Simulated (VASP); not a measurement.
# Be3ReW (Pm-3m) in VASP: single point with PBE

Aim: the single point of Be3ReW with PBE.

Everything below comes from runs of VASP 6.6.1. Logs are shortened: lines on timing, memory, paths and dates and some standing lists are left out, and cuts for length are marked.

**1. The cell of the first run**

Symmetry: Pm-3m, No. 221, cubic system. Conventional cell: a = 3.892 Å, b = 3.892 Å, c = 3.892 Å, α = 90.00°, β = 90.00°, γ = 90.00°. Within 2.6 Å of Be (site symmetry 4/mmm) lie 2 W at 1.95 Å. Within 3.6 Å of Re (site symmetry m-3m) lie 12 Be at 2.75 Å and 8 W at 3.37 Å. Within 2.6 Å of W (site symmetry m-3m) lie 6 Be at 1.95 Å.

**2. Single point, PBE**

File INCAR:

```
SYSTEM = Be3ReW
  ALGO = Normal
  EDIFF = 1E-6
  ENCUT = 520
  GGA = PE
  ISIF = 2
  ISMEAR = 0
  LASPH = .TRUE.
  LCHARG = .TRUE.
  LELF = .TRUE.
  LREAL = .FALSE.
  LVHAR = .TRUE.
  LWAVE = .FALSE.
  NBANDS = 22
  NELM = 100
  PREC = Accurate
  SIGMA = 0.1
```

File KPOINTS:

```
k-points
0
G
  4 4 4
  0 0 0
```

File POSCAR:

```
Be3ReW
1.0
    3.8920613500      0.0000000000      0.0000000000
    0.0000000000      3.8920613500      0.0000000000
    0.0000000000      0.0000000000      3.8920613500
Be Re W
3 1 1
Direct
    0.5000000000      0.0000000000      0.0000000000
    0.0000000000      0.5000000000      0.0000000000
    0.0000000000      0.0000000000      0.5000000000
    0.5000000000      0.5000000000      0.5000000000
    0.0000000000      0.0000000000      0.0000000000
```

Potentials or basis: VASP PAW PBE potentials, release 64 (Be, Re, W_sv).

Started as:

```sh
cat potpaw_PBE.64/Be/POTCAR potpaw_PBE.64/Re/POTCAR potpaw_PBE.64/W_sv/POTCAR > POTCAR
mpirun -np 1 vasp_std > vasp.out
```

OUTCAR:

```text
SYSTEM = Be3ReW
   EDIFF = 1E-6
   ENCUT = 520
   GGA = PE
   ISIF = 2
   ISMEAR = 0
   LASPH = .TRUE.
   LREAL = .FALSE.
   NELM = 100
   PREC = Accurate

 ion  position               nearest neighbor table
   1  0.500  0.000  0.000-   5 1.95   5 1.95   4 2.75   4 2.75   4 2.75   4 2.75
   2  0.000  0.500  0.000-   5 1.95   5 1.95   4 2.75   4 2.75   4 2.75   4 2.75
   3  0.000  0.000  0.500-   5 1.95   5 1.95   4 2.75   4 2.75   4 2.75   4 2.75
   4  0.500  0.500  0.500-   1 2.75   2 2.75   3 2.75   1 2.75   2 2.75   1 2.75   3 2.75   1 2.75
                             2 2.75   3 2.75   2 2.75   3 2.75   5 3.37   5 3.37   5 3.37   5 3.37
   5  0.000  0.000  0.000-   1 1.95   2 1.95   3 1.95   3 1.95   2 1.95   1 1.95   4 3.37   4 3.37
                             4 3.37   4 3.37   4 3.37   4 3.37   4 3.37   4 3.37

  LATTYP: Found a simple cubic cell.
 ALAT       =     3.8920613500

  Lattice vectors:

 A1 = (   3.8920613500,   0.0000000000,   0.0000000000)
 A2 = (   0.0000000000,   3.8920613500,   0.0000000000)
 A3 = (   0.0000000000,   0.0000000000,   3.8920613500)

Analysis of symmetry for initial positions (statically):
=====================================================================
 Subroutine PRICEL returns:
 Original cell was already a primitive cell.

 Routine SETGRP: Setting up the symmetry group for a
 simple cubic supercell.

 Subroutine GETGRP returns: Found 48 space group operations
 (whereof 48 operations were pure point group operations)
 out of a pool of 48 trial point group operations.

The static configuration has the point symmetry O_h .

Analysis of symmetry for dynamics (positions and initial velocities):
=====================================================================
 Subroutine PRICEL returns:
 Original cell was already a primitive cell.

 Routine SETGRP: Setting up the symmetry group for a
 simple cubic supercell.

 Subroutine GETGRP returns: Found 48 space group operations
 (whereof 48 operations were pure point group operations)
 out of a pool of 48 trial point group operations.

The dynamic configuration has the point symmetry O_h .

 Subroutine INISYM returns: Found 48 space group operations
 (whereof 48 operations are pure point group operations),
 and found     1 'primitive' translations

----------------------------------------------------------------------------------------

                                     Primitive cell

  volume of cell :      58.9575
[... 81 lines left out ...]
   LREAL  =      F    real-space projection
   EDIFFG = 0.1E-04   stopping-criterion for IOM
   NSW    =      0    number of steps for IOM
   IBRION =     -1    ionic relax: 0-MD 1-quasi-New 2-CG
   NFREE  =      0    steps in history (QN), initial steepest desc. (CG)
   ISIF   =      2    stress and relaxation
   ISYM   =      2    0-nonsym 1-usesym 2-fastsym
   POTIM  = 0.5000    time-step for ionic-motion
   TEBEG  =    0.0;   TEEND  =   0.0 temperature during run
   PSTRESS=    0.0 pullay stress
   NELECT =      27.0000    total number of electrons
   NUPDOWN=      -1.0000    fix difference up-down
   EMIN   =  10.00;   EMAX   =-10.00  energy-range for DOS
   EFERMI =   0.00;   METHOD = LEGACY
   ISMEAR =     0;   SIGMA  =   0.10  broadening in eV -4-tet -1-fermi 0-gaus
   EFERMI_NEDOS =   21; number of points for ismear=-14 and -15
   IALGO  =     38    algorithm
   IMIX   =      4    mixing-type and parameters
     AMIX     =   0.40;   BMIX     =  1.00
     AMIX_MAG =   1.60;   BMIX_MAG =  1.00
  volume/ion in A,a.u.               =      11.79        79.57
  Fermi-wavevector in a.u.,A,eV,Ry     =   1.261875  2.384598 21.664952  1.592329
  Thomas-Fermi vector in A             =   2.395312
   LORBIT       =      0    0 simple, 1 ext, 2 COOP (PROOUT), +10 PAW based schemes
   GGA     = PE    functional components
   LHFCALC =     F    Hartree Fock is set to
   AEXX    =    0.0000 exact exchange contribution
   IVDW    =     0    specifies the selected vdW correction
   LEPSILON=     F    determine dielectric tensor
   LRPA    =     F    only Hartree local field effects (RPA)
 non-spin polarized calculation
 Gauss-broadening in eV      SIGMA  =   0.10
  energy-cutoff  :      520.00
  volume of cell :       58.96
 maximum number of plane-waves:      1622
 NGX is ok and might be reduce to    30
   NGX = 15   NGY = 15   NGZ = 15

 number of electron      27.0000005 magnetization

 Free energy of the ion-electron system (eV)
  ---------------------------------------------------
  ext. energy  EPLUGINS =         0.00000000
  ---------------------------------------------------
  free energy    TOTEN  =       -26.71468424 eV

  energy without entropy =      -26.66330390  energy(sigma->0) =      -26.68899407

 E-fermi :   6.6726     XC(G=0): -11.7924

 val. band max:        6.6440159539   @ k =   0.2500   0.2500   0.2500
 cond. band min:       6.6874511449   @ k =   0.5000   0.5000   0.2500
 fundamental gap:      0.0434351910
 Fermi energy:         6.6726045287

 k-point     1 :       0.0000    0.0000    0.0000
  band No.  band energies     occupation
      1     -65.3498      2.00000
      2     -30.0559      2.00000
      3     -30.0559      2.00000
      4     -30.0559      2.00000
      5      -2.1358      2.00000
      6       2.6676      2.00000
[... 239 lines left out ...]
     21      12.7543      0.00000
     22      12.7543      0.00000

------------------------ aborting loop because EDIFF is reached ----------------------------------------

  FORCE on cell =-STRESS in cart. coord.  units (eV):
  Direction    XX          YY          ZZ          XY          YZ          ZX
  --------------------------------------------------------------------------------------
  -------------------------------------------------------------------------------------
  Total        8.5851212      8.5851212      8.5851212     -0.0000000     -0.0000000     -0.0000000
  in kB      233.3017408    233.3017408    233.3017408     -0.0000000     -0.0000000     -0.0000000
  external PRESSURE =     233.3017408 kB  Pullay stress =       0.0000000 kB

 VOLUME and BASIS-vectors are now :
 -----------------------------------------------------------------------------
  energy-cutoff  :      520.00
  volume of cell :       58.96
      direct lattice vectors                 reciprocal lattice vectors
     3.892061350  0.000000000  0.000000000     0.256933257  0.000000000  0.000000000
     0.000000000  3.892061350  0.000000000     0.000000000  0.256933257  0.000000000
     0.000000000  0.000000000  3.892061350     0.000000000  0.000000000  0.256933257

 POSITION                                       TOTAL-FORCE (eV/Angst)
 -----------------------------------------------------------------------------------
      1.94603      0.00000      0.00000         0.000000      0.000000      0.000000
      0.00000      1.94603      0.00000         0.000000      0.000000      0.000000
      0.00000      0.00000      1.94603         0.000000      0.000000      0.000000
      1.94603      1.94603      1.94603         0.000000      0.000000      0.000000
      0.00000      0.00000      0.00000         0.000000      0.000000      0.000000
 -----------------------------------------------------------------------------------
    total drift:                                0.000000     -0.000000     -0.000000

  FREE ENERGIE OF THE ION-ELECTRON SYSTEM (eV)
  ---------------------------------------------------
  free  energy   TOTEN  =       -26.7146842385 eV

  energy  without entropy=      -26.6633039041  energy(sigma->0) =      -26.68899407
```

It took 17 s on 1 thread of Intel Xeon Platinum 8559C (Emerald Rapids), shared host; peak memory 0.17 GiB.

Results:

| Property | Result |
| --- | --- |
| Free energy | -26.7147 eV |
| Pressure | 23.3 GPa |

Caveat: the k points lie up to 0.40 Å⁻¹ apart; spin-orbit coupling is left out, which moves the levels of the heavy elements.
